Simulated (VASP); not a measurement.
# TlBiPt2Au6 (Fm-3m) in VASP: single point with r2SCAN

Aim: the single point of TlBiPt2Au6 with r2SCAN.

Everything below comes from runs of VASP 6.6.1. Logs are shortened: lines on timing, memory, paths and dates and some standing lists are left out, and cuts for length are marked.

**1. The cell of the first run**

Symmetry: Fm-3m, No. 225, cubic system. Conventional cell: a = 9.550 Å, b = 9.550 Å, c = 9.550 Å, α = 90.00°, β = 90.00°, γ = 90.00°. Tl (site symmetry m-3m) has 6 Au at 2.58 Å within 3.4 Å. Within 4.4 Å of Pt (site symmetry -43m) lie 12 Au at 3.38 Å and 4 Tl at 4.14 Å and 4 Bi at 4.14 Å. Within 2.9 Å of Au (site symmetry 4mm) lie 1 Bi at 2.20 Å and 1 Tl at 2.58 Å. Within 2.9 Å of Bi (site symmetry m-3m) lie 6 Au at 2.20 Å.

**2. Single point, r2SCAN**

Input file POSCAR:

```
TlBiPt2Au6
1.0
    0.0000000000      4.7747560000      4.7747560000
    4.7747560000      0.0000000000      4.7747560000
    4.7747560000      4.7747560000      0.0000000000
Tl Pt Au Bi
1 2 6 1
Direct
    0.5000000000      0.5000000000      0.5000000000
    0.2500000000      0.2500000000      0.2500000000
    0.7500000000      0.7500000000      0.7500000000
    0.7700000000      0.2300000000      0.2300000000
    0.2300000000      0.7700000000      0.2300000000
    0.2300000000      0.7700000000      0.7700000000
    0.7700000000      0.2300000000      0.7700000000
    0.2300000000      0.2300000000      0.7700000000
    0.7700000000      0.7700000000      0.2300000000
    0.0000000000      0.0000000000      0.0000000000
```

Input file INCAR.step1:

```
SYSTEM = TlBiPt2Au6
PREC = Accurate ; ENCUT = 520
ISMEAR = 0 ; SIGMA = 0.0205
LREAL = .FALSE. ; LASPH = .TRUE.
NELM = 60 ; NBANDS = 68
GGA = PE ; ALGO = Normal
EDIFF = 1E-4 ; LWAVE = .TRUE.
LCHARG = .FALSE.
```

Input file INCAR.step2:

```
SYSTEM = TlBiPt2Au6
PREC = Accurate ; ENCUT = 520
EDIFF = 1E-6 ; ISMEAR = 0
SIGMA = 0.0205 ; LREAL = .FALSE.
LASPH = .TRUE. ; NELM = 60
ALGO = Normal ; ISIF = 2
LWAVE = .FALSE. ; LCHARG = .FALSE.
METAGGA = R2SCAN ; LMIXTAU = .TRUE.
NBANDS = 68 ; ISTART = 1
```

Input file KPOINTS:

```
Automatic mesh
0
G
  3 3 3
  0 0 0
```

Potentials or basis: VASP PAW PBE potentials, release 64 (Tl_d, Pt, Au, Bi_d).

On the command line:

```
cat potpaw_PBE.64/Tl_d/POTCAR potpaw_PBE.64/Pt/POTCAR potpaw_PBE.64/Au/POTCAR potpaw_PBE.64/Bi_d/POTCAR > POTCAR
cp INCAR.step1 INCAR
mpirun -np 1 vasp_std > vasp.out
cp INCAR.step2 INCAR
mpirun -np 1 vasp_std > vasp.out
```

OUTCAR:

```text
SYSTEM = TlBiPt2Au6
   PREC = Accurate
   ENCUT = 520
   EDIFF = 1E-6
   ISMEAR = 0
   LREAL = .FALSE.
   LASPH = .TRUE.
   NELM = 60
   ISIF = 2
   METAGGA = R2SCAN
   ISTART = 1

 ion  position               nearest neighbor table
   1  0.500  0.500  0.500-   4 2.58   5 2.58   6 2.58   7 2.58   8 2.58   9 2.58
   2  0.250  0.250  0.250-   4 3.38   7 3.38   9 3.38   5 3.38   6 3.38   9 3.38   6 3.38   7 3.38
                             8 3.38   4 3.38   5 3.38   8 3.38
   3  0.750  0.750  0.750-   6 3.38   7 3.38   9 3.38   4 3.38   5 3.38   9 3.38   4 3.38   7 3.38
                             8 3.38   5 3.38   6 3.38   8 3.38
   4  0.770  0.230  0.230-  10 2.20   1 2.58   7 3.11   8 3.11   9 3.11   5 3.11   2 3.38   3 3.38
                             3 3.38   2 3.38
   5  0.230  0.770  0.230-  10 2.20   1 2.58   6 3.11   8 3.11   9 3.11   4 3.11   2 3.38   3 3.38
                             3 3.38   2 3.38
   6  0.230  0.770  0.770-  10 2.20   1 2.58   7 3.11   8 3.11   9 3.11   5 3.11   3 3.38   3 3.38
                             2 3.38   2 3.38
   7  0.770  0.230  0.770-  10 2.20   1 2.58   6 3.11   8 3.11   9 3.11   4 3.11   3 3.38   3 3.38
                             2 3.38   2 3.38
   8  0.230  0.230  0.770-  10 2.20   1 2.58   5 3.11   6 3.11   7 3.11   4 3.11   2 3.38   3 3.38
                             3 3.38   2 3.38
   9  0.770  0.770  0.230-  10 2.20   1 2.58   5 3.11   6 3.11   7 3.11   4 3.11   3 3.38   3 3.38
                             2 3.38   2 3.38
  10  0.000  0.000  0.000-   4 2.20   5 2.20   6 2.20   7 2.20   8 2.20   9 2.20

  LATTYP: Found a face centered cubic cell.
 ALAT       =     9.5495120000

  Lattice vectors:

 A1 = (   0.0000000000,   4.7747560000,   4.7747560000)
 A2 = (   4.7747560000,   0.0000000000,   4.7747560000)
 A3 = (   4.7747560000,   4.7747560000,   0.0000000000)

Analysis of symmetry for initial positions (statically):
=====================================================================
 Subroutine PRICEL returns:
 Original cell was already a primitive cell.

 Routine SETGRP: Setting up the symmetry group for a
 face centered cubic supercell.

 Subroutine GETGRP returns: Found 48 space group operations
 (whereof 48 operations were pure point group operations)
 out of a pool of 48 trial point group operations.

The static configuration has the point symmetry O_h .

Analysis of symmetry for dynamics (positions and initial velocities):
=====================================================================
 Subroutine PRICEL returns:
 Original cell was already a primitive cell.

 Routine SETGRP: Setting up the symmetry group for a
 face centered cubic supercell.

 Subroutine GETGRP returns: Found 48 space group operations
 (whereof 48 operations were pure point group operations)
 out of a pool of 48 trial point group operations.

The dynamic configuration has the point symmetry O_h .

 Subroutine INISYM returns: Found 48 space group operations
 (whereof 48 operations are pure point group operations),
 and found     1 'primitive' translations

----------------------------------------------------------------------------------------

                                     Primitive cell

  volume of cell :     217.7126

  direct lattice vectors                    reciprocal lattice vectors
     0.000000000  4.774756000  4.774756000    -0.104717393  0.104717393  0.104717393
     4.774756000  0.000000000  4.774756000     0.104717393 -0.104717393  0.104717393
     4.774756000  4.774756000  0.000000000     0.104717393  0.104717393 -0.104717393

  length of vectors
     6.752524692  6.752524692  6.752524692     0.181375845  0.181375845  0.181375845

  position of ions in fractional coordinates (direct lattice)
     0.500000000  0.500000000  0.500000000
     0.250000000  0.250000000  0.250000000
     0.750000000  0.750000000  0.750000000
     0.770000000  0.230000000  0.230000000
     0.230000000  0.770000000  0.230000000
     0.230000000  0.770000000  0.770000000
     0.770000000  0.230000000  0.770000000
     0.230000000  0.230000000  0.770000000
     0.770000000  0.770000000  0.230000000
     0.000000000  0.000000000  0.000000000

  ion indices of the primitive-cell ions
   primitive index   ion index
                 1           1
                 2           2
                 3           3
                 4           4
                 5           5
                 6           6
                 7           7
                 8           8
                 9           9
                10          10

----------------------------------------------------------------------------------------

 KPOINTS: Automatic mesh

Automatic generation of k-mesh.
 Grid dimensions read from file:
 generate k-points for:    3    3    3

 Generating k-lattice:

  Cartesian coordinates                     Fractional coordinates (reciprocal lattice)
    -0.034905798  0.034905798  0.034905798     0.333333333  0.000000000  0.000000000
     0.034905798 -0.034905798  0.034905798     0.000000000  0.333333333  0.000000000
     0.034905798  0.034905798 -0.034905798     0.000000000  0.000000000  0.333333333

  Length of vectors
     0.060458615  0.060458615  0.060458615

  Shift w.r.t. Gamma in fractional coordinates (k-lattice)
     0.000000000  0.000000000  0.000000000

 Subroutine IBZKPT returns following result:
 ===========================================

 Found      4 irreducible k-points:

 Following reciprocal coordinates:
            Coordinates               Weight
  0.000000  0.000000  0.000000      1.000000
  0.333333  0.000000  0.000000      8.000000
  0.333333  0.333333  0.000000      6.000000
 -0.333333  0.333333  0.000000     12.000000
   k-points           NKPTS =      4   k-points in BZ     NKDIM =      4   number of bands    NBANDS=     68
   number of dos      NEDOS =    301   number of ions     NIONS =     10
   total plane-waves  NPLWV = 125000
   dimension x,y,z NGX =    50 NGY =   50 NGZ =   50
   dimension x,y,z NGXF=   100 NGYF=  100 NGZF=  100
   ions per type =               1   2   6   1
   NGX,Y,Z   is equivalent  to a cutoff of  12.31, 12.31, 12.31 a.u.
   NGXF,Y,Z  is equivalent  to a cutoff of  24.62, 24.62, 24.62 a.u.
 SYSTEM =  TlBiPt2Au6
   PREC   = accura    normal or accurate (medium, high low for compatibility)
   ISTART =      1    job   : 0-new  1-cont  2-samecut
   ICHARG =      0    charge: 1-file 2-atom 10-const
   ISPIN  =      1    spin polarized calculation?
   LNONCOLLINEAR =      F non collinear calculations
   LSORBIT =      F    spin-orbit coupling
   LASPH  =      T    aspherical Exc in radial PAW
   ENCUT  =  520.0 eV  38.22 Ry    6.18 a.u.  12.56 12.56 12.56*2*pi/ulx,y,z
   NELM   =     60;   NELMIN=  2; NELMDL=  0     # of ELM steps
   EDIFF  = 0.1E-05   stopping-criterion for ELM
   LREAL  =      F    real-space projection
   EDIFFG = 0.1E-04   stopping-criterion for IOM
   NSW    =      0    number of steps for IOM
   IBRION =     -1    ionic relax: 0-MD 1-quasi-New 2-CG
   NFREE  =      0    steps in history (QN), initial steepest desc. (CG)
   ISIF   =      2    stress and relaxation
   ISYM   =      2    0-nonsym 1-usesym 2-fastsym
   POTIM  = 0.5000    time-step for ionic-motion
   TEBEG  =    0.0;   TEEND  =   0.0 temperature during run
   PSTRESS=    0.0 pullay stress
   NELECT =     114.0000    total number of electrons
   NUPDOWN=      -1.0000    fix difference up-down
   EMIN   =  10.00;   EMAX   =-10.00  energy-range for DOS
   EFERMI =   0.00;   METHOD = LEGACY
   ISMEAR =     0;   SIGMA  =   0.02  broadening in eV -4-tet -1-fermi 0-gaus
   EFERMI_NEDOS =   21; number of points for ismear=-14 and -15
   IALGO  =     38    algorithm
   IMIX   =      4    mixing-type and parameters
     AMIX     =   0.40;   BMIX     =  1.00
     AMIX_MAG =   1.60;   BMIX_MAG =  1.00
  volume/ion in A,a.u.               =      21.77       146.92
  Fermi-wavevector in a.u.,A,eV,Ry     =   1.319518  2.493527 23.689476  1.741127
  Thomas-Fermi vector in A             =   2.449410
   LORBIT       =      0    0 simple, 1 ext, 2 COOP (PROOUT), +10 PAW based schemes
   METAGGA = R2SCAN    functional components
   LHFCALC =     F    Hartree Fock is set to
   AEXX    =    0.0000 exact exchange contribution
   IVDW    =     0    specifies the selected vdW correction
   LEPSILON=     F    determine dielectric tensor
   LRPA    =     F    only Hartree local field effects (RPA)
 non-spin polarized calculation
 Gauss-broadening in eV      SIGMA  =   0.02
  energy-cutoff  :      520.00
  volume of cell :      217.71
 maximum number of plane-waves:      5961
 NGX is ok and might be reduce to    50
   NGX = 25   NGY = 25   NGZ = 25

 number of electron     113.9999986 magnetization

 Free energy of the ion-electron system (eV)
  ---------------------------------------------------
  ext. energy  EPLUGINS =         0.00000000
  ---------------------------------------------------
  free energy    TOTEN  =      -495.67900501 eV

  energy without entropy =     -495.67900501  energy(sigma->0) =     -495.67900501

 E-fermi :   7.1084     XC(G=0): -11.8819

 val. band max:        7.0153008180   @ k =  -0.3333   0.3333   0.0000
 cond. band min:       7.2168010581   @ k =   0.0000   0.0000   0.0000
 fundamental gap:      0.2015002402
 Fermi energy:         7.1084248248

 k-point     1 :       0.0000    0.0000    0.0000
  band No.  band energies     occupation
      1     -19.1534      2.00000
      2     -19.1534      2.00000
      3     -18.5942      2.00000
      4     -18.5942      2.00000
      5     -18.5942      2.00000
      6      -9.2088      2.00000
[... 60 lines left out ...]
     67      12.6019      0.00000
     68      12.6019      0.00000

 k-point     2 :       0.3333    0.0000    0.0000
  band No.  band energies     occupation
      1     -19.1530      2.00000
      2     -19.1530      2.00000
      3     -18.5941      2.00000
      4     -18.5941      2.00000
      5     -18.5941      2.00000
      6      -9.1327      2.00000
[... 60 lines left out ...]
     67      12.0040      0.00000
     68      12.0040      0.00000

 k-point     3 :       0.3333    0.3333    0.0000
  band No.  band energies     occupation
      1     -19.1539      2.00000
      2     -19.1533      2.00000
      3     -18.5942      2.00000
      4     -18.5940      2.00000
      5     -18.5940      2.00000
      6      -9.1689      2.00000
[... 60 lines left out ...]
     67      12.0126      0.00000
     68      12.4388      0.00000

 k-point     4 :      -0.3333    0.3333    0.0000
  band No.  band energies     occupation
      1     -19.1540      2.00000
      2     -19.1529      2.00000
      3     -18.5941      2.00000
      4     -18.5940      2.00000
      5     -18.5940      2.00000
      6      -9.1436      2.00000
[... 60 lines left out ...]
     67      12.6445      0.00000
     68      12.7606      0.00000

------------------------ aborting loop because EDIFF is reached ----------------------------------------

  FORCE on cell =-STRESS in cart. coord.  units (eV):
  Direction    XX          YY          ZZ          XY          YZ          ZX
  --------------------------------------------------------------------------------------
  -------------------------------------------------------------------------------------
  Total       50.0243474     50.0243474     50.0243474     -0.0000000      0.0000000      0.0000000
  in kB      368.1361524    368.1361524    368.1361524     -0.0000000      0.0000000      0.0000000
  external PRESSURE =     368.1361524 kB  Pullay stress =       0.0000000 kB

 VOLUME and BASIS-vectors are now :
 -----------------------------------------------------------------------------
  energy-cutoff  :      520.00
  volume of cell :      217.71
      direct lattice vectors                 reciprocal lattice vectors
     0.000000000  4.774756000  4.774756000    -0.104717393  0.104717393  0.104717393
     4.774756000  0.000000000  4.774756000     0.104717393 -0.104717393  0.104717393
     4.774756000  4.774756000  0.000000000     0.104717393  0.104717393 -0.104717393

 POSITION                                       TOTAL-FORCE (eV/Angst)
 -----------------------------------------------------------------------------------
      4.77476      4.77476      4.77476        -0.000000      0.000000      0.000000
      2.38738      2.38738      2.38738        -0.000000     -0.000000      0.000000
      7.16213      7.16213      7.16213         0.000000      0.000000      0.000000
      2.19639      4.77476      4.77476        10.784028      0.000000      0.000000
      4.77476      2.19639      4.77476        -0.000000     10.784028      0.000000
      7.35312      4.77476      4.77476       -10.784028      0.000000      0.000000
      4.77476      7.35312      4.77476        -0.000000    -10.784028      0.000000
      4.77476      4.77476      2.19639        -0.000000      0.000000     10.784028
      4.77476      4.77476      7.35312        -0.000000      0.000000    -10.784028
      0.00000      0.00000      0.00000        -0.000000      0.000000      0.000000
 -----------------------------------------------------------------------------------
    total drift:                               -0.000000      0.000000      0.000000

  FREE ENERGIE OF THE ION-ELECTRON SYSTEM (eV)
  ---------------------------------------------------
  free  energy   TOTEN  =      -495.6790050053 eV

  energy  without entropy=     -495.6790050053  energy(sigma->0) =     -495.67900501
```

Run time: 5.3 min. Hardware: 1 thread of Oxide Virtual Turin-like, shared host; peak memory 0.38 GiB.

Results:

| Property | Result |
| --- | --- |
| Free energy | -495.6790 eV |
| Pressure | 36.8 GPa |
| Largest force | 10.784 eV/Å |
| Band gap on the k mesh | zero (bands 57 and 58 overlap by 0.48 eV) |

Forces on the atoms (eV/Å):
```
Tl    0.000   0.000   0.000
Pt    0.000   0.000   0.000
Pt    0.000   0.000   0.000
Au   10.784   0.000   0.000
Au    0.000  10.784   0.000
Au  -10.784   0.000   0.000
Au    0.000 -10.784   0.000
Au    0.000   0.000  10.784
Au    0.000   0.000 -10.784
Bi    0.000   0.000   0.000
```

Caveat: the k points lie up to 0.38 Å⁻¹ apart; the PAW data sets were made with another functional, which shifts forces and pressure a little; spin-orbit coupling is left out, which moves the levels of the heavy elements.

The gap in the log of VASP goes by the Fermi energy; the results here count the filled bands.